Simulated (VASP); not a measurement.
# MgW (Pmma) in VASP: single point with r2SCAN

Aim: the single point of MgW with r2SCAN.

Program: VASP 6.6.1. These are calculated values, not measurements. Logs are shortened: lines on timing, memory, paths and dates and some standing lists are left out, and cuts for length are marked.

## 1. The cell of the first run

The typed cell holds 4 atoms: a = 4.835 Å, b = 4.464 Å, c = 3.137 Å, α = 90.00°, β = 90.00°, γ = 90.00°.

## 2. Single point, r2SCAN

The input, POSCAR:

```
MgW
1.0
    4.8345919029      0.0000000000      0.0172137665
    0.0000000000      4.4643304643      0.0000000000
   -0.0111799104      0.0000000000      3.1374778013
Mg W
2 2
Direct
    0.5000000000      0.2500702950      0.7500000000
    0.5000000000      0.7499297050      0.2500000000
    0.0000000000      0.7503504001      0.7500000000
    0.0000000000      0.2496495999      0.2500000000
```

The input, INCAR.step1:

```
SYSTEM = MgW
  ALGO = Normal
  EDIFF = 1E-4
  ENCUT = 520
  GGA = PE
  ISMEAR = 0
  LASPH = .True.
  LCHARG = .False.
  LREAL = .False.
  LWAVE = .True.
  NBANDS = 24
  NELM = 80
  PREC = Accurate
  SIGMA = 0.1
```

The input, INCAR.step2:

```
SYSTEM = MgW
  ALGO = Normal
  EDIFF = 1E-7
  ENCUT = 520
  ISIF = 2
  ISMEAR = 0
  ISTART = 1
  LASPH = .True.
  LCHARG = .True.
  LELF = .True.
  LMIXTAU = .True.
  LREAL = .False.
  LVHAR = .True.
  LWAVE = .False.
  METAGGA = R2SCAN
  NBANDS = 24
  NELM = 80
  PREC = Accurate
  SIGMA = 0.1
```

The input, KPOINTS:

```
k-points
0
Gamma
  4 4 4
  0 0 0
```

Potentials or basis: VASP PAW PBE potentials, release 64 (Mg, W_sv).

Launch:

```bash
cat potpaw_PBE.64/Mg/POTCAR potpaw_PBE.64/W_sv/POTCAR > POTCAR
cp INCAR.step1 INCAR
mpirun -np 1 vasp_std > vasp.out
cp INCAR.step2 INCAR
mpirun -np 1 vasp_std > vasp.out
```

OUTCAR:

```text
SYSTEM = MgW
   EDIFF = 1E-7
   ENCUT = 520
   ISIF = 2
   ISMEAR = 0
   ISTART = 1
   LASPH = .True.
   LREAL = .False.
   METAGGA = R2SCAN
   NELM = 80
   PREC = Accurate

 ion  position               nearest neighbor table
   1  0.500  0.250  0.750-   2 2.73   2 2.73   2 2.73   2 2.73   4 2.88   4 2.88   4 2.88   4 2.88
                             3 3.29   3 3.29   3 3.29   3 3.29
   2  0.500  0.750  0.250-   1 2.73   1 2.73   1 2.73   1 2.73   3 2.88   3 2.88   3 2.88   3 2.88
                             4 3.29   4 3.29   4 3.29   4 3.29
   3  0.000  0.750  0.750-   4 2.73   4 2.73   4 2.73   4 2.73   2 2.88   2 2.88   2 2.88   2 2.88
                             1 3.29   1 3.29   1 3.29   1 3.29
   4  0.000  0.250  0.250-   3 2.73   3 2.73   3 2.73   3 2.73   1 2.88   1 2.88   1 2.88   1 2.88
                             2 3.29   2 3.29   2 3.29   2 3.29

  LATTYP: Found a simple orthorhombic cell.
 ALAT       =     3.1374977202
 B/A-ratio  =     1.4228952058
 C/A-ratio  =     1.5409166728

  Lattice vectors:

 A1 = (   0.0111799104,   0.0000000000,  -3.1374778013)
 A2 = (   0.0000000000,   4.4643304643,   0.0000000000)
 A3 = (   4.8345919029,   0.0000000000,   0.0172137665)

Analysis of symmetry for initial positions (statically):
=====================================================================
 Subroutine PRICEL returns:
 Original cell was already a primitive cell.

 Routine SETGRP: Setting up the symmetry group for a
 simple orthorhombic supercell.

 Subroutine GETGRP returns: Found  8 space group operations
 (whereof  4 operations were pure point group operations)
 out of a pool of  8 trial point group operations.

The static configuration has the point symmetry C_2h.
 The point group associated with its full space group is D_2h.

Analysis of symmetry for dynamics (positions and initial velocities):
=====================================================================
 Subroutine PRICEL returns:
 Original cell was already a primitive cell.

 Routine SETGRP: Setting up the symmetry group for a
 simple orthorhombic supercell.

 Subroutine GETGRP returns: Found  8 space group operations
 (whereof  4 operations were pure point group operations)
 out of a pool of  8 trial point group operations.

The dynamic configuration has the point symmetry C_2h.
 The point group associated with its full space group is D_2h.

 Subroutine INISYM returns: Found  8 space group operations
 (whereof  4 operations are pure point group operations),
 and found     1 'primitive' translations

----------------------------------------------------------------------------------------

                                     Primitive cell

  volume of cell :      67.7177

  direct lattice vectors                    reciprocal lattice vectors
     4.834591903  0.000000000  0.017213767     0.206840067  0.000000000  0.000737042
     0.000000000  4.464330464  0.000000000     0.000000000  0.223997755  0.000000000
    -0.011179910  0.000000000  3.137477801    -0.001134828  0.000000000  0.318723311

  length of vectors
     4.834622548  4.464330464  3.137497720     0.206841380  0.223997755  0.318725331

  position of ions in fractional coordinates (direct lattice)
     0.500000000  0.250070295  0.750000000
     0.500000000  0.749929705  0.250000000
     0.000000000  0.750350400  0.750000000
     0.000000000  0.249649600  0.250000000

  ion indices of the primitive-cell ions
   primitive index   ion index
                 1           1
                 2           2
                 3           3
                 4           4

----------------------------------------------------------------------------------------

 KPOINTS: k-points

Automatic generation of k-mesh.
 Grid dimensions read from file:
 generate k-points for:    4    4    4

 Generating k-lattice:

  Cartesian coordinates                     Fractional coordinates (reciprocal lattice)
     0.051710017  0.000000000  0.000184261     0.250000000  0.000000000  0.000000000
     0.000000000  0.055999439  0.000000000     0.000000000  0.250000000  0.000000000
    -0.000283707  0.000000000  0.079680828     0.000000000  0.000000000  0.250000000

  Length of vectors
     0.051710345  0.055999439  0.079681333

  Shift w.r.t. Gamma in fractional coordinates (k-lattice)
     0.000000000  0.000000000  0.000000000

 Subroutine IBZKPT returns following result:
 ===========================================

 Found     27 irreducible k-points:

 Following reciprocal coordinates:
            Coordinates               Weight
  0.000000  0.000000  0.000000      1.000000
  0.250000  0.000000  0.000000      2.000000
  0.500000  0.000000  0.000000      1.000000
  0.000000  0.250000  0.000000      2.000000
  0.250000  0.250000  0.000000      4.000000
  0.500000  0.250000  0.000000      2.000000
[... 16 lines left out ...]
  0.250000  0.250000  0.500000      4.000000
  0.500000  0.250000  0.500000      2.000000
 [... further k-points ...]
   k-points           NKPTS =     27   k-points in BZ     NKDIM =     27   number of bands    NBANDS=     24
   number of dos      NEDOS =    301   number of ions     NIONS =      4
   total plane-waves  NPLWV =  31104
   dimension x,y,z NGX =    36 NGY =   36 NGZ =   24
   dimension x,y,z NGXF=    72 NGYF=   72 NGZF=   48
   ions per type =               2   2
   NGX,Y,Z   is equivalent  to a cutoff of  12.38, 13.41, 12.72 a.u.
   NGXF,Y,Z  is equivalent  to a cutoff of  24.76, 26.81, 25.43 a.u.
 SYSTEM =  MgW
   PREC   = accura    normal or accurate (medium, high low for compatibility)
   ISTART =      1    job   : 0-new  1-cont  2-samecut
   ICHARG =      0    charge: 1-file 2-atom 10-const
   ISPIN  =      1    spin polarized calculation?
   LNONCOLLINEAR =      F non collinear calculations
   LSORBIT =      F    spin-orbit coupling
   LASPH  =      T    aspherical Exc in radial PAW
   ENCUT  =  520.0 eV  38.22 Ry    6.18 a.u.   8.99  8.30  5.83*2*pi/ulx,y,z
   NELM   =     80;   NELMIN=  2; NELMDL=  0     # of ELM steps
   EDIFF  = 0.1E-06   stopping-criterion for ELM
   LREAL  =      F    real-space projection
   EDIFFG = 0.1E-05   stopping-criterion for IOM
   NSW    =      0    number of steps for IOM
   IBRION =     -1    ionic relax: 0-MD 1-quasi-New 2-CG
   NFREE  =      0    steps in history (QN), initial steepest desc. (CG)
   ISIF   =      2    stress and relaxation
   ISYM   =      2    0-nonsym 1-usesym 2-fastsym
   POTIM  = 0.5000    time-step for ionic-motion
   TEBEG  =    0.0;   TEEND  =   0.0 temperature during run
   PSTRESS=    0.0 pullay stress
   NELECT =      32.0000    total number of electrons
   NUPDOWN=      -1.0000    fix difference up-down
   EMIN   =  10.00;   EMAX   =-10.00  energy-range for DOS
   EFERMI =   0.00;   METHOD = LEGACY
   ISMEAR =     0;   SIGMA  =   0.10  broadening in eV -4-tet -1-fermi 0-gaus
   EFERMI_NEDOS =   21; number of points for ismear=-14 and -15
   IALGO  =     38    algorithm
   IMIX   =      4    mixing-type and parameters
     AMIX     =   0.40;   BMIX     =  1.00
     AMIX_MAG =   1.60;   BMIX_MAG =  1.00
  volume/ion in A,a.u.               =      16.93       114.25
  Fermi-wavevector in a.u.,A,eV,Ry     =   1.275139  2.409662 22.122779  1.625978
  Thomas-Fermi vector in A             =   2.407868
   LORBIT       =      0    0 simple, 1 ext, 2 COOP (PROOUT), +10 PAW based schemes
   METAGGA = R2SCAN    functional components
   LHFCALC =     F    Hartree Fock is set to
   AEXX    =    0.0000 exact exchange contribution
   IVDW    =     0    specifies the selected vdW correction
   LEPSILON=     F    determine dielectric tensor
   LRPA    =     F    only Hartree local field effects (RPA)
 non-spin polarized calculation
 Gauss-broadening in eV      SIGMA  =   0.10
  energy-cutoff  :      520.00
  volume of cell :       67.72
 maximum number of plane-waves:      1848
 NGX is ok and might be reduce to    36
   NGX = 17   NGY = 17   NGZ = 11

 number of electron      32.0000003 magnetization

 Free energy of the ion-electron system (eV)
  ---------------------------------------------------
  ext. energy  EPLUGINS =         0.00000000
  ---------------------------------------------------
  free energy    TOTEN  =      -109.10308336 eV

  energy without entropy =     -109.09550576  energy(sigma->0) =     -109.09929456

 E-fermi :   6.7715     XC(G=0): -12.3321

 val. band max:        6.6828322001   @ k =   0.5000   0.5000   0.0000
 cond. band min:       6.8174083409   @ k =   0.2500   0.2500   0.2500
 fundamental gap:      0.1345761408
 Fermi energy:         6.7715402672

 k-point     1 :       0.0000    0.0000    0.0000
  band No.  band energies     occupation
      1     -68.8719      2.00000
      2     -68.7342      2.00000
      3     -32.8856      2.00000
      4     -32.5475      2.00000
      5     -32.4433      2.00000
      6     -32.3336      2.00000
[... 16 lines left out ...]
     23      13.2547      0.00000
     24      14.2353      0.00000

 k-point     2 :       0.2500    0.0000    0.0000
  band No.  band energies     occupation
      1     -68.8719      2.00000
      2     -68.7342      2.00000
      3     -32.8856      2.00000
      4     -32.5489      2.00000
      5     -32.4433      2.00000
      6     -32.3344      2.00000
[... 16 lines left out ...]
     23      12.9954      0.00000
     24      13.2553      0.00000

 k-point     3 :       0.5000    0.0000    0.0000
  band No.  band energies     occupation
      1     -68.8719      2.00000
      2     -68.7343      2.00000
      3     -32.8855      2.00000
      4     -32.5503      2.00000
      5     -32.4433      2.00000
      6     -32.3351      2.00000
[... 16 lines left out ...]
     23      13.2559      0.00000
     24      13.7985      0.00000
[... 514 lines left out ...]
 k-point    23 :       0.2500    0.2500    0.5000
  band No.  band energies     occupation
      1     -68.7920      2.00000
      2     -68.7920      2.00000
      3     -32.7281      2.00000
      4     -32.7281      2.00000
      5     -32.4160      2.00000
      6     -32.4160      2.00000
[... 16 lines left out ...]
     23      12.4007      0.00000
     24      12.4007      0.00000

 k-point    24 :       0.5000    0.2500    0.5000
  band No.  band energies     occupation
      1     -68.7920      2.00000
      2     -68.7920      2.00000
      3     -32.7279      2.00000
      4     -32.7279      2.00000
      5     -32.4164      2.00000
      6     -32.4164      2.00000
[... 16 lines left out ...]
     23      12.5906      0.00000
     24      12.5906      0.00000

 [... further k-points ...]

------------------------ aborting loop because EDIFF is reached ----------------------------------------

  FORCE on cell =-STRESS in cart. coord.  units (eV):
  Direction    XX          YY          ZZ          XY          YZ          ZX
  --------------------------------------------------------------------------------------
  -------------------------------------------------------------------------------------
  Total       -0.1124318      0.0325235      0.0346662      0.0000000     -0.0000000     -0.0005239
  in kB       -2.6600971      0.7694944      0.8201903      0.0000000     -0.0000000     -0.0123942
  external PRESSURE =      -0.3568041 kB  Pullay stress =       0.0000000 kB

 VOLUME and BASIS-vectors are now :
 -----------------------------------------------------------------------------
  energy-cutoff  :      520.00
  volume of cell :       67.72
      direct lattice vectors                 reciprocal lattice vectors
     4.834591903  0.000000000  0.017213767     0.206840067  0.000000000  0.000737042
     0.000000000  4.464330464  0.000000000     0.000000000  0.223997755  0.000000000
    -0.011179910  0.000000000  3.137477801    -0.001134828  0.000000000  0.318723311

 POSITION                                       TOTAL-FORCE (eV/Angst)
 -----------------------------------------------------------------------------------
      2.40891      1.11640      2.36172        -0.000000     -0.004626      0.000000
      2.41450      3.34793      0.79298        -0.000000      0.004626      0.000000
     -0.00838      3.34981      2.35311         0.000000     -0.031020     -0.000000
     -0.00279      1.11452      0.78437        -0.000000      0.031020      0.000000
 -----------------------------------------------------------------------------------
    total drift:                                0.000000      0.000000      0.000000

  FREE ENERGIE OF THE ION-ELECTRON SYSTEM (eV)
  ---------------------------------------------------
  free  energy   TOTEN  =      -109.1030833631 eV

  energy  without entropy=     -109.0955057596  energy(sigma->0) =     -109.09929456
```

It took 70 s on 1 thread of Intel Xeon 6975P-C, shared host; peak memory 0.2 GiB.

Results:

```
Free energy            : -109.1031 eV
Pressure               : 0.0 GPa
Largest force          : 0.031 eV/Å
Band gap on the k mesh : zero (band 16 reaches 7.45 eV, above the bottom of band 17 at 6.42 eV)
```

Forces on the atoms (eV/Å):
```
Mg   0.000 -0.005  0.000
Mg   0.000  0.005  0.000
W    0.000 -0.031  0.000
W    0.000  0.031  0.000
```

Stress tensor (GPa, compression positive):
```
-0.27  0.00  0.00
 0.00  0.08  0.00
 0.00  0.00  0.08
```

Levels at points of the mesh, in eV from the Fermi level:
| k point | band 12 | band 13 | band 14 | band 15 | band 16 | band 17 | band 18 | band 19 | band 20 | band 21 |
| --- | --- | --- | --- | --- | --- | --- | --- | --- | --- | --- |
| (0.00, 0.00, 0.00) | -2.68 | -1.97 | -1.15 | -1.03 | -0.21 | 0.40 | 2.49 | 2.67 | 3.66 | 4.52 |
| (0.50, 0.00, 0.00) | -3.46 | -2.20 | -1.96 | 0.24 | 0.65 | 2.15 | 2.51 | 2.55 | 2.65 | 3.60 |
| (0.00, 0.50, 0.00) | -2.55 | -2.06 | -2.06 | -0.22 | -0.19 | 0.96 | 0.99 | 1.40 | 1.41 | 5.00 |
| (0.50, 0.50, 0.00) | -4.74 | -1.09 | -1.08 | -0.11 | -0.09 | 0.99 | 1.03 | 1.28 | 1.30 | 1.51 |
| (0.00, 0.00, 0.50) | -2.24 | -1.54 | -1.54 | -1.34 | -1.34 | 0.12 | 0.12 | 4.08 | 4.08 | 5.05 |
| (0.50, 0.00, 0.50) | -2.74 | -1.38 | -1.38 | -0.48 | -0.48 | -0.28 | -0.28 | 0.87 | 0.87 | 4.67 |
| (0.00, 0.50, 0.50) | -3.20 | -2.50 | -2.50 | -1.20 | -1.20 | 2.85 | 2.85 | 4.11 | 4.11 | 4.46 |
| (0.50, 0.50, 0.50) | -4.02 | -1.01 | -1.01 | -0.50 | -0.50 | 0.51 | 0.51 | 2.71 | 2.71 | 4.20 |

Caveat: the k points lie up to 0.50 Å⁻¹ apart; the PAW data sets were made with another functional, which shifts forces and pressure a little; spin-orbit coupling is left out, which moves the levels of the heavy elements.
